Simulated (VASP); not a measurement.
# W (Pm-3m) in VASP: further runs

W is run at these levels: PBE; tasks: relaxation of cell and atoms.

All numbers are computed with VASP 6.6.1; they aren't measurements. Logs are shortened: lines on timing, memory, paths and dates and some standing lists are left out, and cuts for length are marked.

### 1 The cell of the first run

The structure is cubic, space group Pm-3m (No. 221). The conventional cell has a = 2.640 Å, b = 2.640 Å, c = 2.640 Å, α = 90.00°, β = 90.00°, γ = 90.00°. W (site symmetry m-3m) has 6 W at 2.64 Å within 3.5 Å.

### 2 Relaxation of cell and atoms, PBE

Input file INCAR:

```
PREC = Accurate
ENCUT = 600
EDIFF = 1E-6
ISMEAR = -1
SIGMA = 0.05
LREAL = False
LASPH = True
NELM = 100
ALGO = Normal
ISIF = 3
LWAVE = False
LCHARG = False
GGA = PE
IBRION = 2
NSW = 60
EDIFFG = -0.02
```

Input file KPOINTS:

```
Automatic mesh
0
Gamma
  17 17 17
```

Input file POSCAR:

```
W
1.0
    2.6401863146      0.0000000000      0.0000000000
    0.0000000000      2.6401863146      0.0000000000
    0.0000000000      0.0000000000      2.6401863146
W
1
Direct
    0.0000000000      0.0000000000      0.0000000000
```

Potentials or basis: VASP PAW PBE potentials, release 64 (W_sv).

Command:

```console
cat potpaw_PBE.64/W_sv/POTCAR > POTCAR
mpirun -np 1 vasp_std > vasp.out
```

OUTCAR:

```text
PREC = Accurate
   ENCUT = 600
   EDIFF = 1E-6
   ISMEAR = -1
   LREAL = False
   LASPH = True
   NELM = 100
   ISIF = 3
   GGA = PE
   IBRION = 2
   NSW = 60
   EDIFFG = -0.02

 ion  position               nearest neighbor table
   1  0.000  0.000  0.000-

  LATTYP: Found a simple cubic cell.
 ALAT       =     2.6401863146

  Lattice vectors:

 A1 = (   2.6401863146,   0.0000000000,   0.0000000000)
 A2 = (   0.0000000000,   2.6401863146,   0.0000000000)
 A3 = (   0.0000000000,   0.0000000000,   2.6401863146)

Analysis of symmetry for initial positions (statically):
=====================================================================
 Subroutine PRICEL returns:
 Original cell was already a primitive cell.

 Routine SETGRP: Setting up the symmetry group for a
 simple cubic supercell.

 Subroutine GETGRP returns: Found 48 space group operations
 (whereof 48 operations were pure point group operations)
 out of a pool of 48 trial point group operations.

The static configuration has the point symmetry O_h .

Analysis of symmetry for dynamics (positions and initial velocities):
=====================================================================
 Subroutine PRICEL returns:
 Original cell was already a primitive cell.

 Routine SETGRP: Setting up the symmetry group for a
 simple cubic supercell.

 Subroutine GETGRP returns: Found 48 space group operations
 (whereof 48 operations were pure point group operations)
 out of a pool of 48 trial point group operations.

The dynamic configuration has the point symmetry O_h .

 Subroutine INISYM returns: Found 48 space group operations
 (whereof 48 operations are pure point group operations),
 and found     1 'primitive' translations

----------------------------------------------------------------------------------------

                                     Primitive cell

  volume of cell :      18.4036

  direct lattice vectors                    reciprocal lattice vectors
     2.640186315  0.000000000  0.000000000     0.378761148  0.000000000  0.000000000
     0.000000000  2.640186315  0.000000000     0.000000000  0.378761148  0.000000000
     0.000000000  0.000000000  2.640186315     0.000000000  0.000000000  0.378761148

  length of vectors
     2.640186315  2.640186315  2.640186315     0.378761148  0.378761148  0.378761148

  position of ions in fractional coordinates (direct lattice)
     0.000000000  0.000000000  0.000000000

  ion indices of the primitive-cell ions
   primitive index   ion index
                 1           1

----------------------------------------------------------------------------------------

 KPOINTS: Automatic mesh

Automatic generation of k-mesh.
 Grid dimensions read from file:
 generate k-points for:   17   17   17

 Generating k-lattice:

  Cartesian coordinates                     Fractional coordinates (reciprocal lattice)
     0.022280068  0.000000000  0.000000000     0.058823529  0.000000000  0.000000000
     0.000000000  0.022280068  0.000000000     0.000000000  0.058823529  0.000000000
     0.000000000  0.000000000  0.022280068     0.000000000  0.000000000  0.058823529

  Length of vectors
     0.022280068  0.022280068  0.022280068

  Shift w.r.t. Gamma in fractional coordinates (k-lattice)
     0.000000000  0.000000000  0.000000000

 Subroutine IBZKPT returns following result:
 ===========================================

 Found    165 irreducible k-points:

 Following reciprocal coordinates:
            Coordinates               Weight
  0.000000  0.000000  0.000000      1.000000
  0.058824  0.000000  0.000000      6.000000
  0.117647  0.000000  0.000000      6.000000
  0.176471  0.000000  0.000000      6.000000
  0.235294  0.000000  0.000000      6.000000
  0.294118  0.000000  0.000000      6.000000
[... 16 lines left out ...]
  0.411765  0.117647  0.000000     24.000000
  0.470588  0.117647  0.000000     24.000000
 [... further k-points ...]
   k-points           NKPTS =    165   k-points in BZ     NKDIM =    165   number of bands    NBANDS=     11
   number of dos      NEDOS =    301   number of ions     NIONS =      1
   total plane-waves  NPLWV =  13824
   dimension x,y,z NGX =    24 NGY =   24 NGZ =   24
   dimension x,y,z NGXF=    48 NGYF=   48 NGZF=   48
   ions per type =               1
   NGX,Y,Z   is equivalent  to a cutoff of  15.11, 15.11, 15.11 a.u.
   NGXF,Y,Z  is equivalent  to a cutoff of  30.22, 30.22, 30.22 a.u.
 SYSTEM =  unknown system
   PREC   = accura    normal or accurate (medium, high low for compatibility)
   ISTART =      0    job   : 0-new  1-cont  2-samecut
   ICHARG =      2    charge: 1-file 2-atom 10-const
   ISPIN  =      1    spin polarized calculation?
   LNONCOLLINEAR =      F non collinear calculations
   LSORBIT =      F    spin-orbit coupling
   LASPH  =      T    aspherical Exc in radial PAW
   ENCUT  =  600.0 eV  44.10 Ry    6.64 a.u.   5.27  5.27  5.27*2*pi/ulx,y,z
   NELM   =    100;   NELMIN=  2; NELMDL= -5     # of ELM steps
   EDIFF  = 0.1E-05   stopping-criterion for ELM
   LREAL  =      F    real-space projection
   EDIFFG = -.2E-01   stopping-criterion for IOM
   NSW    =     60    number of steps for IOM
   IBRION =      2    ionic relax: 0-MD 1-quasi-New 2-CG
   NFREE  =      1    steps in history (QN), initial steepest desc. (CG)
   ISIF   =      3    stress and relaxation
   ISYM   =      2    0-nonsym 1-usesym 2-fastsym
   POTIM  = 0.5000    time-step for ionic-motion
   TEBEG  =    0.0;   TEEND  =   0.0 temperature during run
   PSTRESS=    0.0 pullay stress
   NELECT =      14.0000    total number of electrons
   NUPDOWN=      -1.0000    fix difference up-down
   EMIN   =  10.00;   EMAX   =-10.00  energy-range for DOS
   EFERMI =   0.00;   METHOD = LEGACY
   ISMEAR =    -1;   SIGMA  =   0.05  broadening in eV -4-tet -1-fermi 0-gaus
   EFERMI_NEDOS =   21; number of points for ismear=-14 and -15
   IALGO  =     38    algorithm
   IMIX   =      4    mixing-type and parameters
     AMIX     =   0.40;   BMIX     =  1.00
     AMIX_MAG =   1.60;   BMIX_MAG =  1.00
  volume/ion in A,a.u.               =      18.40       124.19
  Fermi-wavevector in a.u.,A,eV,Ry     =   1.494455  2.824111 30.387207  2.233397
  Thomas-Fermi vector in A             =   2.606726
   LORBIT       =      0    0 simple, 1 ext, 2 COOP (PROOUT), +10 PAW based schemes
   GGA     = PE    functional components
   LHFCALC =     F    Hartree Fock is set to
   AEXX    =    0.0000 exact exchange contribution
   IVDW    =     0    specifies the selected vdW correction
   LEPSILON=     F    determine dielectric tensor
   LRPA    =     F    only Hartree local field effects (RPA)
 conjugate gradient relaxation of ions
 non-spin polarized calculation
  energy-cutoff  :      600.00
  volume of cell :       18.40
 maximum number of plane-waves:       627
 NGX is ok and might be reduce to    24
   NGX = 11   NGY = 11   NGZ = 11

--------------------------------------- Ionic step        1  -------------------------------------------

 number of electron      14.0000001 magnetization

 Free energy of the ion-electron system (eV)
  ---------------------------------------------------
  ext. energy  EPLUGINS =         0.00000000
  ---------------------------------------------------
  free energy    TOTEN  =       -11.50840258 eV

  energy without entropy =      -11.49965835  energy(sigma->0) =      -11.50403046

------------------------ aborting loop because EDIFF is reached ----------------------------------------

  FORCE on cell =-STRESS in cart. coord.  units (eV):
  Direction    XX          YY          ZZ          XY          YZ          ZX
  --------------------------------------------------------------------------------------
  -------------------------------------------------------------------------------------
  Total       -0.0541329     -0.0541329     -0.0541329      0.0000000     -0.0000000      0.0000000
  in kB       -4.7126863     -4.7126863     -4.7126863      0.0000000     -0.0000000      0.0000000
  external PRESSURE =      -4.7126863 kB  Pullay stress =       0.0000000 kB

 VOLUME and BASIS-vectors are now :
 -----------------------------------------------------------------------------
  energy-cutoff  :      600.00
  volume of cell :       18.40
      direct lattice vectors                 reciprocal lattice vectors
     2.640186315  0.000000000  0.000000000     0.378761148  0.000000000  0.000000000
     0.000000000  2.640186315  0.000000000     0.000000000  0.378761148  0.000000000
     0.000000000  0.000000000  2.640186315     0.000000000  0.000000000  0.378761148
[... 36 lines left out ...]
 POSITION                                       TOTAL-FORCE (eV/Angst)
 -----------------------------------------------------------------------------------
      0.00000      0.00000      0.00000        -0.000000     -0.000000      0.000000
 -----------------------------------------------------------------------------------
    total drift:                                0.000000      0.000000      0.000000

  FREE ENERGIE OF THE ION-ELECTRON SYSTEM (eV)
  ---------------------------------------------------
  free  energy   TOTEN  =       -11.5080700156 eV

  energy  without entropy=      -11.4994757274  energy(sigma->0) =      -11.50377287

--------------------------------------- Ionic step        3  -------------------------------------------

 number of electron      14.0000001 magnetization

 Free energy of the ion-electron system (eV)
  ---------------------------------------------------
  ext. energy  EPLUGINS =         0.00000000
  ---------------------------------------------------
  free energy    TOTEN  =       -11.50846232 eV

  energy without entropy =      -11.49976050  energy(sigma->0) =      -11.50411141

 E-fermi :   9.3726     XC(G=0): -12.6769

 val. band max:        9.3700674717   @ k =   0.4706   0.1176   0.1176
 cond. band min:       9.3745691605   @ k =   0.4118   0.2941   0.1176
 fundamental gap:      0.0045016888
 Fermi energy:         9.3725968505

 k-point     1 :       0.0000    0.0000    0.0000
  band No.  band energies     occupation
      1     -64.7704      2.00000
      2     -28.3863      2.00000
      3     -28.3863      2.00000
      4     -28.3863      2.00000
      5       0.7764      2.00000
      6       5.0217      2.00000
      7       5.0217      2.00000
      8      14.0141      0.00000
      9      14.0141      0.00000
     10      14.0141      0.00000
     11      23.9530      0.00000

 k-point     2 :       0.0588    0.0000    0.0000
  band No.  band energies     occupation
      1     -64.7672      2.00000
      2     -28.4321      2.00000
      3     -28.3825      2.00000
      4     -28.3825      2.00000
      5       0.8890      2.00000
      6       5.0506      2.00000
      7       5.1393      2.00000
      8      13.8247      0.00000
      9      13.8247      0.00000
     10      14.0271      0.00000
     11      23.3259      0.00000
[... 295 lines left out ...]
 k-point    24 :       0.4706    0.1176    0.0000
  band No.  band energies     occupation
      1     -64.6642      2.00000
      2     -29.6113      2.00000
      3     -28.4407      2.00000
      4     -28.2596      2.00000
      5       4.6975      2.00000
      6       6.4338      2.00000
      7       7.3918      2.00000
      8      10.3760      0.00000
      9      11.2358      0.00000
     10      13.8300      0.00000
     11      18.4287      0.00000

 [... further k-points ...]

------------------------ aborting loop because EDIFF is reached ----------------------------------------

  FORCE on cell =-STRESS in cart. coord.  units (eV):
  Direction    XX          YY          ZZ          XY          YZ          ZX
  --------------------------------------------------------------------------------------
  -------------------------------------------------------------------------------------
  Total        0.0015181      0.0015181      0.0015181     -0.0000000     -0.0000000      0.0000000
  in kB        0.1324494      0.1324494      0.1324494     -0.0000000     -0.0000000      0.0000000
  external PRESSURE =       0.1324494 kB  Pullay stress =       0.0000000 kB

 VOLUME and BASIS-vectors are now :
 -----------------------------------------------------------------------------
  energy-cutoff  :      600.00
  volume of cell :       18.36
      direct lattice vectors                 reciprocal lattice vectors
     2.638261680 -0.000000000  0.000000000     0.379037458 -0.000000000  0.000000000
     0.000000000  2.638261680  0.000000000     0.000000000  0.379037458  0.000000000
    -0.000000000 -0.000000000  2.638261680    -0.000000000 -0.000000000  0.379037458

 POSITION                                       TOTAL-FORCE (eV/Angst)
 -----------------------------------------------------------------------------------
      0.00000      0.00000      0.00000        -0.000000     -0.000000      0.000000
 -----------------------------------------------------------------------------------
    total drift:                                0.000000     -0.000000      0.000000

  FREE ENERGIE OF THE ION-ELECTRON SYSTEM (eV)
  ---------------------------------------------------
  free  energy   TOTEN  =       -11.5084623156 eV

  energy  without entropy=      -11.4997604964  energy(sigma->0) =      -11.50411141

 reached required accuracy - stopping structural energy minimisation
```

Wall time 23 s (1 thread of Intel Xeon 6975P-C (Granite Rapids), shared host); peak memory 0.17 GiB.

What came out:

- Free energy: -11.5085 eV
- Relaxed volume: 18.36 Å³/atom
- Relaxed cell: a = 2.638 Å, b = 2.638 Å, c = 2.638 Å, α = 90.00°, β = 90.00°, γ = 90.00°
- Space group after relaxing (to 0.05 Å): Pm-3m (No. 221)
- Energy gained by relaxing: 0.1 meV/atom
- Ionic steps: 3
- Pressure after relaxing: 0.0 GPa
- Band gap on the k mesh: zero (band 7 reaches 11.11 eV, above the bottom of band 8 at 8.52 eV)

Final structure:
```xyz
1
Lattice="2.6383 0.0000 0.0000 0.0000 2.6383 0.0000 0.0000 0.0000 2.6383" Properties=species:S:1:pos:R:3 pbc="T T T"
W     0.0000    0.0000    0.0000
```

Levels at points of the mesh, in eV from the Fermi level:
| k point | band 4 | band 5 | band 6 | band 7 | band 8 | band 9 | band 10 | band 11 |
| --- | --- | --- | --- | --- | --- | --- | --- | --- |
| (0.00, 0.00, 0.00) | -37.76 | -8.60 | -4.35 | -4.35 | 4.64 | 4.64 | 4.64 | 14.58 |

Caveat: spin-orbit coupling is left out, which moves the levels of the heavy elements.

### 3 Relaxation of cell and atoms, PBE

This run uses another cell than the first one, of 17.37 Å³/atom, 0.944 times its volume.

Input file INCAR:

```
SYSTEM = W
PREC     = Accurate       ! precision mode
ENCUT    = 600            ! plane-wave cutoff, eV
EDIFF    = 1E-6           ! SCF threshold, eV
ISMEAR   = -1             ! smearing method
SIGMA    = 0.05           ! smearing width, eV
LREAL    = .FALSE.        ! projectors in reciprocal space
LASPH    = .TRUE.         ! aspherical terms in the spheres
NELM     = 100            ! most SCF steps
ALGO     = Normal         ! electronic algorithm
ISIF     = 3              ! what is computed and relaxed
LWAVE    = .FALSE.        ! write WAVECAR
LCHARG   = .FALSE.        ! write CHGCAR
GGA      = PE             ! functional
IBRION   = 2              ! ionic algorithm
NSW      = 60             ! ionic steps
EDIFFG   = -0.02          ! ionic threshold
```

Input file KPOINTS:

```
Automatic mesh
0
G
  18 18 18
  0 0 0
```

Input file POSCAR:

```
W
1.0
    2.5900000000      0.0000000000      0.0000000000
    0.0000000000      2.5900000000      0.0000000000
    0.0000000000      0.0000000000      2.5900000000
W
1
Direct
    0.0000000000      0.0000000000      0.0000000000
```

Potentials or basis: VASP PAW PBE potentials, release 64 (W_sv).

Command:

```console
cat potpaw_PBE.64/W_sv/POTCAR > POTCAR
mpirun -np 1 vasp_std > vasp.out
```

Wall time 46 s (1 thread of Intel Xeon 6975P-C (Granite Rapids), shared host); peak memory 0.19 GiB.

The run converged. Its results:

```
Free energy                            : -11.5020 eV
Relaxed volume                         : 18.46 Å³/atom
Relaxed cell                           : a = 2.643 Å, b = 2.643 Å, c = 2.643 Å, α = 90.00°, β = 90.00°, γ = 90.00°
Space group after relaxing (to 0.05 Å) : Pm-3m (No. 221)
Energy gained by relaxing              : 46.2 meV/atom
Ionic steps                            : 4
Pressure after relaxing                : 0.0 GPa
Band gap on the k mesh                 : zero (band 7 reaches 11.08 eV, above the bottom of band 8 at 8.30 eV)
```

Step by step:
| step | energy change (eV) | largest force (eV/Å) | pressure (GPa) | volume (Å³) |
| --- | --- | --- | --- | --- |
| 1 | 0.0000 | 0.0000 | 14.38 | 17.37 |
| 2 | 0.2240 | 0.0000 | -24.16 | 21.60 |
| 3 | -0.0461 | 0.0000 | -0.75 | 18.52 |
| 4 | -0.0462 | 0.0000 | -0.05 | 18.46 |

Final structure:
```
W
1.0
     2.64295    0.00000    0.00000
     0.00000    2.64295    0.00000
     0.00000    0.00000    2.64295
W
1
Cartesian
  0.0000 0.0000 0.0000
```

Levels at points of the mesh, in eV from the Fermi level:
| k point | band 5 | band 6 | band 7 | band 8 | band 9 | band 10 |
| --- | --- | --- | --- | --- | --- | --- |
| (0.00, 0.00, 0.00) | -8.52 | -4.27 | -4.27 | 4.65 | 4.65 | 4.65 |
| (0.50, 0.00, 0.00) | -5.04 | -3.32 | -0.75 | 0.93 | 0.93 | 5.05 |
| (0.50, 0.50, 0.00) | -5.45 | -2.88 | 1.69 | 1.69 | 4.69 | 4.69 |
| (0.50, 0.50, 0.50) | -3.82 | -3.82 | -3.82 | 7.36 | 7.54 | 7.54 |

Caveat: spin-orbit coupling is left out, which moves the levels of the heavy elements.
